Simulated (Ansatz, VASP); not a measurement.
# Sr in VASP and in Ansatz

```
Sr
1.0
     4.15558    0.00000    0.00000
    -2.07779    3.59884    0.00000
     0.00000    0.00000    3.88287
Sr
1
Cartesian
  0.0000 0.0000 0.0000
```

Alike in both runs: task relaxation of cell and atoms; functional PBEsol; k mesh 15 × 15 × 14; occupations gaussian, width 0.1 eV; no spin polarisation.

|  | VASP | Ansatz |
| --- | --- | --- |
| version | VASP 6.6.1 | Ansatz 0.2.0 |
| potentials or method | VASP PAW PBE potentials, release 64 (Sr_sv), cutoff 600 eV | scalar-relativistic, plane waves, PAW |
| valence electrons in the cell | 10 | 10 |

VASP gave:

| Quantity | Value |
| --- | --- |
| gap on the k mesh at the Fermi level, each at its own relaxed structure (eV) | none |
| relaxed volume (Å³/atom) | 51.63 |
| relaxed length of the cell vector where the two differ most in proportion (Å) | 3.721 |

Q: Estimate Ansatz's values.

A: gap on the k mesh at the Fermi level, each at its own relaxed structure (eV): none; relaxed volume (Å³/atom): 51.72; relaxed length of the cell vector where the two differ most in proportion (Å): 3.724.

VASP's potentials were made for PBE, not for PBEsol. A gap of «none» marks a metal or a gap that the smearing closes.
